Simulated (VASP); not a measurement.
# AgCl (P1) in VASP: single point with PBE

Aim: the single point of AgCl with PBE.

Program: VASP 6.6.1. These are calculated values, not measurements. Logs are shortened: lines on timing, memory, paths and dates and some standing lists are left out, and cuts for length are marked.

### 1 The cell of the first run

The typed cell holds 2 atoms: a = 3.742 Å, b = 3.947 Å, c = 3.919 Å, α = 58.38°, β = 60.07°, γ = 59.32°.

### 2 Single point, PBE (atoms moved at random and the cell strained at random)

INCAR reads:

```
SYSTEM = AgCl
PREC = Accurate
ENCUT = 520
EDIFF = 1E-6
ISMEAR = 0
SIGMA = 0.02
LREAL = .False.
LASPH = .True.
NELM = 60
ALGO = Normal
ISIF = 2
LWAVE = .False.
LCHARG = .True.
GGA = PE
LELF = .True.
LVHAR = .True.
NBANDS = 16
```

KPOINTS reads:

```
Automatic mesh
0
Gamma
  8 8 8
  0 0 0
```

POSCAR reads:

```
AgCl
1.0
    0.0781196355      2.6248696695      2.6654131225
    2.8427283335      0.0053244480      2.7382083100
    2.8430333800      2.6979699035      0.0050194015
Ag Cl
1 1
Direct
    0.4873933974      0.4838991760      0.4990227719
    0.0126066026      0.0161008240      0.0009772281
```

Potentials or basis: VASP PAW PBE potentials, release 64 (Ag, Cl).

Started as:

```
$ cat potpaw_PBE.64/Ag/POTCAR potpaw_PBE.64/Cl/POTCAR > POTCAR
$ mpirun -np 1 vasp_std > vasp.out
```

OUTCAR:

```text
SYSTEM = AgCl
   PREC = Accurate
   ENCUT = 520
   EDIFF = 1E-6
   ISMEAR = 0
   LREAL = .False.
   LASPH = .True.
   NELM = 60
   ISIF = 2
   GGA = PE

 ion  position               nearest neighbor table
   1  0.487  0.484  0.499-   2 2.55   2 2.59   2 2.71   2 2.74   2 2.86   2 2.91
   2  0.013  0.016  0.001-   1 2.55   1 2.59   1 2.71   1 2.74   1 2.86   1 2.91

  LATTYP: Found a triclinic cell.
 ALAT       =     3.7417202692
 B/A-ratio  =     1.4430763915
 C/A-ratio  =     1.0474932411
 COS(alpha) =     0.0030935735
 COS(beta)  =     0.4989496180
 COS(gamma) =     0.7037150013

  Lattice vectors:

 A1 = (   0.0781196355,   2.6248696695,   2.6654131225)
 A2 = (   0.0778145890,  -0.0677757860,   5.3986020310)
 A3 = (   2.8430333800,   2.6979699035,   0.0050194015)

Analysis of symmetry for initial positions (statically):
=====================================================================
 Subroutine PRICEL returns:
 Original cell was already a primitive cell.

 Routine SETGRP: Setting up the symmetry group for a
 triclinic supercell.

 Subroutine GETGRP returns: Found  1 space group operations
 (whereof  1 operations were pure point group operations)
 out of a pool of  2 trial point group operations.

The static configuration has the point symmetry C_1 .

Analysis of symmetry for dynamics (positions and initial velocities):
=====================================================================
 Subroutine PRICEL returns:
 Original cell was already a primitive cell.

 Routine SETGRP: Setting up the symmetry group for a
 triclinic supercell.

 Subroutine GETGRP returns: Found  1 space group operations
 (whereof  1 operations were pure point group operations)
 out of a pool of  2 trial point group operations.

The dynamic configuration has the point symmetry C_1 .

 Subroutine INISYM returns: Found  1 space group operations
 (whereof  1 operations are pure point group operations),
 and found     1 'primitive' translations

----------------------------------------------------------------------------------------

                                     Primitive cell

  volume of cell :      40.2219

  direct lattice vectors                    reciprocal lattice vectors
     0.078119636  2.624869669  2.665413122    -0.183670712  0.193192201  0.190305936
     2.842728334  0.005324448  2.738208310     0.178460914 -0.188391765  0.180295701
     2.843033380  2.697969904  0.005019402     0.178342047  0.183063100 -0.185505500

  length of vectors
     3.741720269  3.947013742  3.919426692     0.327527871  0.315984643  0.315801005

  position of ions in fractional coordinates (direct lattice)
     0.487393397  0.483899176  0.499022772
     0.012606603  0.016100824  0.000977228

  ion indices of the primitive-cell ions
   primitive index   ion index
                 1           1
                 2           2

----------------------------------------------------------------------------------------

 KPOINTS: Automatic mesh

Automatic generation of k-mesh.
 Grid dimensions read from file:
 generate k-points for:    8    8    8

 Generating k-lattice:

  Cartesian coordinates                     Fractional coordinates (reciprocal lattice)
    -0.022958839  0.024149025  0.023788242     0.125000000  0.000000000  0.000000000
     0.022307614 -0.023548971  0.022536963     0.000000000  0.125000000 -0.000000000
     0.022292756  0.022882887 -0.023188187     0.000000000  0.000000000  0.125000000

  Length of vectors
     0.040940984  0.039498080  0.039475126

  Shift w.r.t. Gamma in fractional coordinates (k-lattice)
     0.000000000  0.000000000  0.000000000

 Subroutine IBZKPT returns following result:
 ===========================================

 Found    260 irreducible k-points:

 Following reciprocal coordinates:
            Coordinates               Weight
  0.000000  0.000000  0.000000      1.000000
  0.125000 -0.000000 -0.000000      2.000000
  0.250000 -0.000000 -0.000000      2.000000
  0.375000 -0.000000 -0.000000      2.000000
  0.500000 -0.000000 -0.000000      1.000000
  0.000000  0.125000 -0.000000      2.000000
[... 16 lines left out ...]
  0.125000  0.375000  0.000000      2.000000
  0.250000  0.375000  0.000000      2.000000
 [... further k-points ...]
   k-points           NKPTS =    260   k-points in BZ     NKDIM =    260   number of bands    NBANDS=     16
   number of dos      NEDOS =    301   number of ions     NIONS =      2
   total plane-waves  NPLWV =  25200
   dimension x,y,z NGX =    28 NGY =   30 NGZ =   30
   dimension x,y,z NGXF=    56 NGYF=   60 NGZF=   60
   ions per type =               1   1
   NGX,Y,Z   is equivalent  to a cutoff of  12.44, 12.64, 12.72 a.u.
   NGXF,Y,Z  is equivalent  to a cutoff of  24.88, 25.27, 25.45 a.u.
 SYSTEM =  AgCl
   PREC   = accura    normal or accurate (medium, high low for compatibility)
   ISTART =      0    job   : 0-new  1-cont  2-samecut
   ICHARG =      2    charge: 1-file 2-atom 10-const
   ISPIN  =      1    spin polarized calculation?
   LNONCOLLINEAR =      F non collinear calculations
   LSORBIT =      F    spin-orbit coupling
   LASPH  =      T    aspherical Exc in radial PAW
   ENCUT  =  520.0 eV  38.22 Ry    6.18 a.u.   6.96  7.34  7.29*2*pi/ulx,y,z
   NELM   =     60;   NELMIN=  2; NELMDL= -5     # of ELM steps
   EDIFF  = 0.1E-05   stopping-criterion for ELM
   LREAL  =      F    real-space projection
   EDIFFG = 0.1E-04   stopping-criterion for IOM
   NSW    =      0    number of steps for IOM
   IBRION =     -1    ionic relax: 0-MD 1-quasi-New 2-CG
   NFREE  =      0    steps in history (QN), initial steepest desc. (CG)
   ISIF   =      2    stress and relaxation
   ISYM   =      2    0-nonsym 1-usesym 2-fastsym
   POTIM  = 0.5000    time-step for ionic-motion
   TEBEG  =    0.0;   TEEND  =   0.0 temperature during run
   PSTRESS=    0.0 pullay stress
   NELECT =      18.0000    total number of electrons
   NUPDOWN=      -1.0000    fix difference up-down
   EMIN   =  10.00;   EMAX   =-10.00  energy-range for DOS
   EFERMI =   0.00;   METHOD = LEGACY
   ISMEAR =     0;   SIGMA  =   0.02  broadening in eV -4-tet -1-fermi 0-gaus
   EFERMI_NEDOS =   21; number of points for ismear=-14 and -15
   IALGO  =     38    algorithm
   IMIX   =      4    mixing-type and parameters
     AMIX     =   0.40;   BMIX     =  1.00
     AMIX_MAG =   1.60;   BMIX_MAG =  1.00
  volume/ion in A,a.u.               =      20.11       135.72
  Fermi-wavevector in a.u.,A,eV,Ry     =   1.252213  2.366340 21.334453  1.568038
  Thomas-Fermi vector in A             =   2.386124
   LORBIT       =      0    0 simple, 1 ext, 2 COOP (PROOUT), +10 PAW based schemes
   GGA     = PE    functional components
   LHFCALC =     F    Hartree Fock is set to
   AEXX    =    0.0000 exact exchange contribution
   IVDW    =     0    specifies the selected vdW correction
   LEPSILON=     F    determine dielectric tensor
   LRPA    =     F    only Hartree local field effects (RPA)
 non-spin polarized calculation
 Gauss-broadening in eV      SIGMA  =   0.02
  energy-cutoff  :      520.00
  volume of cell :       40.22
 maximum number of plane-waves:      1099
   NGX = 13   NGY = 15   NGZ = 15

 number of electron      18.0000003 magnetization

 Free energy of the ion-electron system (eV)
  ---------------------------------------------------
  ext. energy  EPLUGINS =         0.00000000
  ---------------------------------------------------
  free energy    TOTEN  =        -5.30099914 eV

  energy without entropy =       -5.30099914  energy(sigma->0) =       -5.30099914

 E-fermi :   4.9457     XC(G=0): -10.2670

 val. band max:        4.7895410894   @ k =   0.5000   0.5000   0.5000
 cond. band min:       5.5113261617   @ k =   0.0000   0.0000   0.0000
 fundamental gap:      0.7217850723
 Fermi energy:         4.9456932962

 k-point     1 :       0.0000    0.0000    0.0000
  band No.  band energies     occupation
      1     -11.0046      2.00000
      2       1.2037      2.00000
      3       1.3542      2.00000
      4       1.4702      2.00000
      5       1.8818      2.00000
      6       1.9208      2.00000
[... 8 lines left out ...]
     15      17.5671      0.00000
     16      18.0351      0.00000

 k-point     2 :       0.1250   -0.0000   -0.0000
  band No.  band energies     occupation
      1     -10.9290      2.00000
      2       0.7510      2.00000
      3       0.9002      2.00000
      4       1.3336      2.00000
      5       1.9042      2.00000
      6       1.9295      2.00000
[... 8 lines left out ...]
     15      16.7461      0.00000
     16      17.5904      0.00000

 k-point     3 :       0.2500   -0.0000   -0.0000
  band No.  band energies     occupation
      1     -10.7375      2.00000
      2      -0.0887      2.00000
      3       0.3227      2.00000
      4       0.6354      2.00000
      5       2.0437      2.00000
      6       2.0646      2.00000
[... 8 lines left out ...]
     15      16.7762      0.00000
     16      17.4141      0.00000

 k-point     4 :       0.3750   -0.0000   -0.0000
  band No.  band energies     occupation
      1     -10.5314      2.00000
      2      -0.8608      2.00000
      3      -0.0678      2.00000
      4       0.1878      2.00000
      5       2.2259      2.00000
      6       2.2407      2.00000
[... 8 lines left out ...]
     15      17.6922      0.00000
     16      18.0444      0.00000
[... 324 lines left out ...]
 k-point    22 :       0.0000    0.3750    0.0000
  band No.  band energies     occupation
      1     -10.5800      2.00000
      2      -0.9221      2.00000
      3       0.1519      2.00000
      4       0.2030      2.00000
      5       2.1751      2.00000
      6       2.2310      2.00000
[... 8 lines left out ...]
     15      17.8420      0.00000
     16      18.0250      0.00000

 k-point    23 :       0.1250    0.3750    0.0000
  band No.  band energies     occupation
      1     -10.6096      2.00000
      2      -0.6901      2.00000
      3       0.2309      2.00000
      4       0.4602      2.00000
      5       2.0723      2.00000
      6       2.2107      2.00000
[... 8 lines left out ...]
     15      18.2647      0.00000
     16      19.0068      0.00000

 k-point    24 :       0.2500    0.3750    0.0000
  band No.  band energies     occupation
      1     -10.5867      2.00000
      2      -0.5604      2.00000
      3       0.5530      2.00000
      4       0.9161      2.00000
      5       1.8031      2.00000
      6       2.2232      2.00000
[... 8 lines left out ...]
     15      19.0444      0.00000
     16      20.5578      0.00000

 [... further k-points ...]
[... 5 lines left out ...]
  --------------------------------------------------------------------------------------
  -------------------------------------------------------------------------------------
  Total        1.0470186      1.6081158      1.7716232     -0.0563512     -0.0756149     -0.0922110
  in kB       41.7064174     64.0568832     70.5699542     -2.2446643     -3.0120062     -3.6730887
  external PRESSURE =      58.7777516 kB  Pullay stress =       0.0000000 kB

 VOLUME and BASIS-vectors are now :
 -----------------------------------------------------------------------------
  energy-cutoff  :      520.00
  volume of cell :       40.22
      direct lattice vectors                 reciprocal lattice vectors
     0.078119636  2.624869669  2.665413122    -0.183670712  0.193192201  0.190305936
     2.842728334  0.005324448  2.738208310     0.178460914 -0.188391765  0.180295701
     2.843033380  2.697969904  0.005019402     0.178342047  0.183063100 -0.185505500

 POSITION                                       TOTAL-FORCE (eV/Angst)
 -----------------------------------------------------------------------------------
      2.83241      2.62827      2.62663         0.097241      0.166981      0.341017
      0.04953      0.03581      0.07769        -0.097241     -0.166981     -0.341017
 -----------------------------------------------------------------------------------
    total drift:                                0.000181      0.000118      0.000221

  FREE ENERGIE OF THE ION-ELECTRON SYSTEM (eV)
  ---------------------------------------------------
  free  energy   TOTEN  =        -5.3009991436 eV

  energy  without entropy=       -5.3009991436  energy(sigma->0) =       -5.30099914
```

It took 1.7 min on 1 thread of AMD EPYC 7R13 (Zen 3), shared host; peak memory 0.26 GiB.

What came out:

| Quantity | Value |
| --- | --- |
| Free energy | -5.3010 eV |
| Pressure | 5.9 GPa |
| Largest force | 0.392 eV/Å |
| Band gap on the k mesh | 0.72 eV (least direct gap 2.81 eV) |

Forces on the atoms (eV/Å):
```
Ag   0.097  0.167  0.341
Cl  -0.097 -0.167 -0.341
```

Levels at points of the mesh, in eV from the valence-band top:
| k point | band 5 | band 6 | band 7 | band 8 | band 9 | band 10 | band 11 | band 12 | band 13 | band 14 |
| --- | --- | --- | --- | --- | --- | --- | --- | --- | --- | --- |
| (0.00, 0.00, 0.00) | -2.91 | -2.87 | -2.36 | -2.23 | -2.09 | 0.72 | 10.10 | 10.46 | 10.87 | 12.16 |
| (0.50, 0.00, 0.00) | -2.49 | -2.46 | -2.08 | -0.46 | -0.04 | 3.81 | 6.80 | 7.02 | 7.42 | 13.24 |
| (0.00, 0.50, 0.00) | -2.54 | -2.50 | -2.16 | -0.38 | -0.18 | 3.97 | 6.57 | 7.23 | 7.93 | 13.26 |
| (0.50, 0.50, 0.00) | -3.12 | -2.51 | -2.39 | -2.35 | -2.23 | 2.11 | 7.65 | 8.75 | 11.20 | 12.11 |
| (0.00, 0.00, 0.50) | -2.54 | -2.50 | -2.18 | -0.44 | -0.20 | 4.00 | 6.57 | 7.24 | 8.00 | 13.34 |
| (0.50, 0.00, 0.50) | -2.95 | -2.40 | -2.38 | -2.35 | -2.21 | 2.10 | 7.47 | 8.83 | 11.28 | 11.94 |
| (0.00, 0.50, 0.50) | -2.91 | -2.43 | -2.37 | -2.35 | -2.24 | 2.17 | 7.81 | 8.33 | 11.74 | 12.23 |
| (0.50, 0.50, 0.50) | -2.55 | -2.48 | -2.12 | -0.38 | 0.00 | 3.95 | 6.56 | 7.40 | 7.59 | 13.07 |

Caveat: the cell differs from its parent crystal (atoms moved at random and the cell strained at random); the cell stands under pressure; semilocal functionals underestimate gaps, and a narrow one can read as zero.
